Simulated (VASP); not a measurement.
Runs of VASP 6.6.1 on Mo. The structure is that of space group Im-3m (No. 229), or close to it. The cells are those of the table. 

| task | cell | cutoff (eV) | gap on the mesh (eV) | pressure (GPa) |
| --- | --- | --- | --- | --- |
| single point | a = 2.737 Å, angles 109.5°, 1 atom | 520 | none | 0.5 |
| single point | a = 2.825 Å, angles 109.5°, 1 atom | 500 | none | -19.8 |
| relaxation of cell and atoms | relaxed from a = 2.725 Å, angles 109.5°, 1 atom | 600 | none | 0.0 |
| single point | a = 2.764 Å, angles 109.5°, 1 atom | 500 | none | (a) |

Alike in all rows: level PBE; potentials or basis VASP PAW PBE potentials, release 64 (Mo_sv); no spin polarisation; k mesh 18 × 18 × 18; smearing gaussian 0.1 eV.

**Question.** Estimate the missing entries.

**Answer.** (a) -6.7.

A k mesh can miss the band edges, and the runs leave out spin-orbit coupling on Mo.

A gap of «none» marks levels without a gap at the run's occupations.
